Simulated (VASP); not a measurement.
# TiC (I4mm) in VASP: single point with PBEsol

Aim: the single point of TiC with PBEsol.

All numbers are computed with VASP 6.6.1; they aren't measurements. Logs are shortened: lines on timing, memory, paths and dates and some standing lists are left out, and cuts for length are marked.

### Step 1. The cell of the first run

Symmetry: I4mm, No. 107, tetragonal system. The conventional cell has a = 3.036 Å, b = 3.036 Å, c = 4.293 Å, α = 90.00°, β = 90.00°, γ = 90.00°. Within 2.7 Å of Ti (site symmetry 4mm) lie 6 C at 2.05 to 2.25 Å. Within 2.7 Å of C (site symmetry 4mm) lie 6 Ti at 2.05 to 2.25 Å.

### Step 2. Single point, PBEsol (atom 1 (Ti) moved by (-0.100, +0.000) A along x and z)

INCAR reads:

```
ALGO = Normal
EDIFF = 1E-6
ENCUT = 520
GGA = PS
ISIF = 2
ISMEAR = 0
LASPH = T
LCHARG = T
LELF = T
LREAL = F
LVHAR = T
LWAVE = F
NBANDS = 15
NELM = 60
PREC = Accurate
SIGMA = 0.15
```

KPOINTS reads:

```
k-points
0
Gamma
  24 24 24
```

POSCAR reads:

```
TiC
1.0
    0.0000000000      2.1466854843      2.1466854843
    2.1466854843      0.0000000000      2.1466854843
    2.1466854843      2.1466854843      0.0000000000
Ti C
1 1
Direct
    0.0232917213     -0.0232917213     -0.0232917213
    0.5000000000      0.5000000000      0.5000000000
```

Potentials or basis: VASP PAW PBE potentials, release 64 (Ti_sv, C).

On the command line:

```sh
> cat potpaw_PBE.64/Ti_sv/POTCAR potpaw_PBE.64/C/POTCAR > POTCAR
> mpirun -np 1 vasp_std > vasp.out
```

OUTCAR:

```text
EDIFF = 1E-6
   ENCUT = 520
   GGA = PS
   ISIF = 2
   ISMEAR = 0
   LASPH = T
   LREAL = F
   NELM = 60
   PREC = Accurate

 ion  position               nearest neighbor table
   1  0.023  0.977  0.977-   2 2.05   2 2.15   2 2.15   2 2.15   2 2.15   2 2.25
   2  0.500  0.500  0.500-   1 2.05   1 2.15   1 2.15   1 2.15   1 2.15   1 2.25

  LATTYP: Found a face centered cubic cell.
 ALAT       =     4.2933709686

  Lattice vectors:

 A1 = (   0.0000000000,   2.1466854843,   2.1466854843)
 A2 = (   2.1466854843,   0.0000000000,   2.1466854843)
 A3 = (   2.1466854843,   2.1466854843,   0.0000000000)

Analysis of symmetry for initial positions (statically):
=====================================================================
 Subroutine PRICEL returns:
 Original cell was already a primitive cell.

 Routine SETGRP: Setting up the symmetry group for a
 face centered cubic supercell.

 Subroutine GETGRP returns: Found  8 space group operations
 (whereof  8 operations were pure point group operations)
 out of a pool of 48 trial point group operations.

The static configuration has the point symmetry C_4v.

Analysis of symmetry for dynamics (positions and initial velocities):
=====================================================================
 Subroutine PRICEL returns:
 Original cell was already a primitive cell.

 Routine SETGRP: Setting up the symmetry group for a
 face centered cubic supercell.

 Subroutine GETGRP returns: Found  8 space group operations
 (whereof  8 operations were pure point group operations)
 out of a pool of 48 trial point group operations.

The dynamic configuration has the point symmetry C_4v.

 Subroutine INISYM returns: Found  8 space group operations
 (whereof  8 operations are pure point group operations),
 and found     1 'primitive' translations

----------------------------------------------------------------------------------------

                                     Primitive cell

  volume of cell :      19.7850

  direct lattice vectors                    reciprocal lattice vectors
     0.000000000  2.146685484  2.146685484    -0.232917213  0.232917213  0.232917213
     2.146685484  0.000000000  2.146685484     0.232917213 -0.232917213  0.232917213
     2.146685484  2.146685484  0.000000000     0.232917213  0.232917213 -0.232917213

  length of vectors
     3.035871726  3.035871726  3.035871726     0.403424447  0.403424447  0.403424447

  position of ions in fractional coordinates (direct lattice)
     0.023291721  0.976708279  0.976708279
     0.500000000  0.500000000  0.500000000

  ion indices of the primitive-cell ions
   primitive index   ion index
                 1           1
                 2           2

----------------------------------------------------------------------------------------

 KPOINTS: k-points

Automatic generation of k-mesh.
 Grid dimensions read from file:
 generate k-points for:   24   24   24

 Generating k-lattice:

  Cartesian coordinates                     Fractional coordinates (reciprocal lattice)
    -0.009704884  0.009704884  0.009704884     0.041666667  0.000000000  0.000000000
     0.009704884 -0.009704884  0.009704884     0.000000000  0.041666667  0.000000000
     0.009704884  0.009704884 -0.009704884     0.000000000  0.000000000  0.041666667

  Length of vectors
     0.016809352  0.016809352  0.016809352

  Shift w.r.t. Gamma in fractional coordinates (k-lattice)
     0.000000000  0.000000000  0.000000000

 Subroutine IBZKPT returns following result:
 ===========================================

 Found   1063 irreducible k-points:

 Following reciprocal coordinates:
            Coordinates               Weight
  0.000000  0.000000  0.000000      1.000000
  0.041667  0.000000  0.000000      8.000000
  0.083333  0.000000  0.000000      8.000000
  0.125000  0.000000  0.000000      8.000000
  0.166667  0.000000  0.000000      8.000000
  0.208333  0.000000  0.000000      8.000000
[... 16 lines left out ...]
  0.000000  0.208333  0.041667      8.000000
  0.250000  0.041667  0.000000     16.000000
 [... further k-points ...]
   k-points           NKPTS =   1063   k-points in BZ     NKDIM =   1063   number of bands    NBANDS=     15
   number of dos      NEDOS =    301   number of ions     NIONS =      2
   total plane-waves  NPLWV =  13824
   dimension x,y,z NGX =    24 NGY =   24 NGZ =   24
   dimension x,y,z NGXF=    48 NGYF=   48 NGZF=   48
   ions per type =               1   1
   NGX,Y,Z   is equivalent  to a cutoff of  13.14, 13.14, 13.14 a.u.
   NGXF,Y,Z  is equivalent  to a cutoff of  26.29, 26.29, 26.29 a.u.
 SYSTEM =  unknown system
   PREC   = accura    normal or accurate (medium, high low for compatibility)
   ISTART =      0    job   : 0-new  1-cont  2-samecut
   ICHARG =      2    charge: 1-file 2-atom 10-const
   ISPIN  =      1    spin polarized calculation?
   LNONCOLLINEAR =      F non collinear calculations
   LSORBIT =      F    spin-orbit coupling
   LASPH  =      T    aspherical Exc in radial PAW
   ENCUT  =  520.0 eV  38.22 Ry    6.18 a.u.   5.64  5.64  5.64*2*pi/ulx,y,z
   NELM   =     60;   NELMIN=  2; NELMDL= -5     # of ELM steps
   EDIFF  = 0.1E-05   stopping-criterion for ELM
   LREAL  =      F    real-space projection
   EDIFFG = 0.1E-04   stopping-criterion for IOM
   NSW    =      0    number of steps for IOM
   IBRION =     -1    ionic relax: 0-MD 1-quasi-New 2-CG
   NFREE  =      0    steps in history (QN), initial steepest desc. (CG)
   ISIF   =      2    stress and relaxation
   ISYM   =      2    0-nonsym 1-usesym 2-fastsym
   POTIM  = 0.5000    time-step for ionic-motion
   TEBEG  =    0.0;   TEEND  =   0.0 temperature during run
   PSTRESS=    0.0 pullay stress
   NELECT =      16.0000    total number of electrons
   NUPDOWN=      -1.0000    fix difference up-down
   EMIN   =  10.00;   EMAX   =-10.00  energy-range for DOS
   EFERMI =   0.00;   METHOD = LEGACY
   ISMEAR =     0;   SIGMA  =   0.15  broadening in eV -4-tet -1-fermi 0-gaus
   EFERMI_NEDOS =   21; number of points for ismear=-14 and -15
   IALGO  =     38    algorithm
   IMIX   =      4    mixing-type and parameters
     AMIX     =   0.40;   BMIX     =  1.00
     AMIX_MAG =   1.60;   BMIX_MAG =  1.00
  volume/ion in A,a.u.               =       9.89        66.76
  Fermi-wavevector in a.u.,A,eV,Ry     =   1.525234  2.882274 31.651750  2.326338
  Thomas-Fermi vector in A             =   2.633432
   LORBIT       =      0    0 simple, 1 ext, 2 COOP (PROOUT), +10 PAW based schemes
   GGA     = PS    functional components
   LHFCALC =     F    Hartree Fock is set to
   AEXX    =    0.0000 exact exchange contribution
   IVDW    =     0    specifies the selected vdW correction
   LEPSILON=     F    determine dielectric tensor
   LRPA    =     F    only Hartree local field effects (RPA)
 non-spin polarized calculation
 Gauss-broadening in eV      SIGMA  =   0.15
  energy-cutoff  :      520.00
  volume of cell :       19.78
 maximum number of plane-waves:       547
   NGX = 11   NGY = 11   NGZ = 11

 number of electron      16.0000003 magnetization

 Free energy of the ion-electron system (eV)
  ---------------------------------------------------
  ext. energy  EPLUGINS =         0.00000000
  ---------------------------------------------------
  free energy    TOTEN  =       -19.75290999 eV

  energy without entropy =      -19.74990252  energy(sigma->0) =      -19.75140625

 E-fermi :   9.6514     XC(G=0): -12.9930

 val. band max:        9.6465835601   @ k =   0.3750   0.3333   0.0000
 cond. band min:       9.6590312549   @ k =   0.0833   0.0417   0.0000
 fundamental gap:      0.0124476948
 Fermi energy:         9.6514270335

 k-point     1 :       0.0000    0.0000    0.0000
  band No.  band energies     occupation
      1     -46.6358      2.00000
      2     -22.7505      2.00000
      3     -22.7505      2.00000
      4     -22.7476      2.00000
      5      -2.8662      2.00000
      6       9.9948      0.00121
      7       9.9948      0.00121
      8      10.2873      0.00000
      9      10.5131      0.00000
     10      11.3991      0.00000
     11      11.6763      0.00000
     12      11.6763      0.00000
     13      12.3262      0.00000
     14      20.4360      0.00000
     15      23.6047      0.00000

 k-point     2 :       0.0417    0.0000    0.0000
  band No.  band energies     occupation
      1     -46.6343      2.00000
      2     -22.7598      2.00000
      3     -22.7514      2.00000
      4     -22.7492      2.00000
      5      -2.8251      2.00000
      6       9.7496      0.35457
      7       9.9280      0.00911
      8      10.2538      0.00000
      9      10.5107      0.00000
     10      11.0083      0.00000
     11      11.6322      0.00000
     12      12.1937      0.00000
     13      12.6175      0.00000
     14      20.5082      0.00000
     15      23.6335      0.00000

 k-point     3 :       0.0833    0.0000    0.0000
  band No.  band energies     occupation
      1     -46.6301      2.00000
      2     -22.7888      2.00000
      3     -22.7542      2.00000
      4     -22.7521      2.00000
      5      -2.7030      2.00000
      6       9.2626      1.99975
      7       9.6601      0.93451
      8       9.9551      0.00419
      9      10.5470      0.00000
     10      10.7673      0.00000
     11      11.7303      0.00000
     12      12.8799      0.00000
     13      13.1796      0.00000
     14      20.7062      0.00000
     15      23.6983      0.00000

 k-point     4 :       0.1250    0.0000    0.0000
  band No.  band energies     occupation
      1     -46.6235      2.00000
      2     -22.8349      2.00000
      3     -22.7585      2.00000
      4     -22.7564      2.00000
      5      -2.5034      2.00000
      6       8.6910      2.00000
      7       9.2169      1.99996
      8       9.4496      1.94290
      9      10.6799      0.00000
     10      10.7831      0.00000
     11      11.9153      0.00000
     12      13.5946      0.00000
     13      13.8237      0.00000
     14      20.9735      0.00000
     15      23.7517      0.00000
[... 307 lines left out ...]
 k-point    22 :       0.2083    0.0417    0.0000
  band No.  band energies     occupation
      1     -46.6070      2.00000
      2     -22.9413      2.00000
      3     -22.7757      2.00000
      4     -22.7658      2.00000
      5      -1.9863      2.00000
      6       7.5595      2.00000
      7       8.3136      2.00000
      8       8.6614      2.00000
      9      10.8533      0.00000
     10      11.2442      0.00000
     11      12.3054      0.00000
     12      14.5463      0.00000
     13      15.2003      0.00000
     14      21.3267      0.00000
     15      23.8512      0.00000

 k-point    23 :       0.0000    0.2083    0.0417
  band No.  band energies     occupation
      1     -46.6070      2.00000
      2     -22.9410      2.00000
      3     -22.7771      2.00000
      4     -22.7649      2.00000
      5      -1.9852      2.00000
      6       7.5808      2.00000
      7       8.3807      2.00000
      8       8.5367      2.00000
      9      10.8348      0.00000
     10      11.2836      0.00000
     11      12.3788      0.00000
     12      14.4234      0.00000
     13      15.2698      0.00000
     14      21.3252      0.00000
     15      23.8405      0.00000

 k-point    24 :       0.2500    0.0417    0.0000
  band No.  band energies     occupation
      1     -46.5963      2.00000
      2     -23.0123      2.00000
      3     -22.7830      2.00000
      4     -22.7726      2.00000
      5      -1.6169      2.00000
      6       6.9082      2.00000
      7       7.8812      2.00000
      8       8.1919      2.00000
      9      11.1066      0.00000
     10      11.4911      0.00000
     11      12.5066      0.00000
     12      15.2100      0.00000
     13      15.8526      0.00000
     14      21.1527      0.00000
     15      24.0799      0.00000

 [... further k-points ...]
[... 5 lines left out ...]
  --------------------------------------------------------------------------------------
  -------------------------------------------------------------------------------------
  Total        0.4373751      0.0477322      0.0477322     -0.0000000      0.0000000      0.0000000
  in kB       35.4184343      3.8653340      3.8653340     -0.0000000      0.0000000      0.0000000
  external PRESSURE =      14.3830341 kB  Pullay stress =       0.0000000 kB

 VOLUME and BASIS-vectors are now :
 -----------------------------------------------------------------------------
  energy-cutoff  :      520.00
  volume of cell :       19.78
      direct lattice vectors                 reciprocal lattice vectors
     0.000000000  2.146685484  2.146685484    -0.232917213  0.232917213  0.232917213
     2.146685484  0.000000000  2.146685484     0.232917213 -0.232917213  0.232917213
     2.146685484  2.146685484  0.000000000     0.232917213  0.232917213 -0.232917213

 POSITION                                       TOTAL-FORCE (eV/Angst)
 -----------------------------------------------------------------------------------
      4.19337      2.14669      2.14669         1.008347      0.000000      0.000000
      2.14669      2.14669      2.14669        -1.008347      0.000000      0.000000
 -----------------------------------------------------------------------------------
    total drift:                                0.000141      0.000000      0.000000

  FREE ENERGIE OF THE ION-ELECTRON SYSTEM (eV)
  ---------------------------------------------------
  free  energy   TOTEN  =       -19.7529099871 eV

  energy  without entropy=      -19.7499025172  energy(sigma->0) =      -19.75140625
```

Run time: 2.2 min. Hardware: 1 thread of AMD EPYC 9R45 (Zen 5), shared host; peak memory 0.38 GiB.

What came out:

| Item | Value |
| --- | --- |
| Free energy | -19.7529 eV |
| Pressure | 1.4 GPa |
| Largest force | 1.008 eV/Å |
| Band gap on the k mesh | zero (bands 8 and 9 overlap by 1.14 eV) |

Forces in eV/Å, atoms in the order of the input:
```
Ti   1.008  0.000  0.000
C   -1.008  0.000  0.000
```

Caveat: the cell differs from its parent crystal (atom 1 (Ti) moved by (-0.100, +0.000) A along x and z); the PAW data sets were made with another functional, which shifts forces and pressure a little.
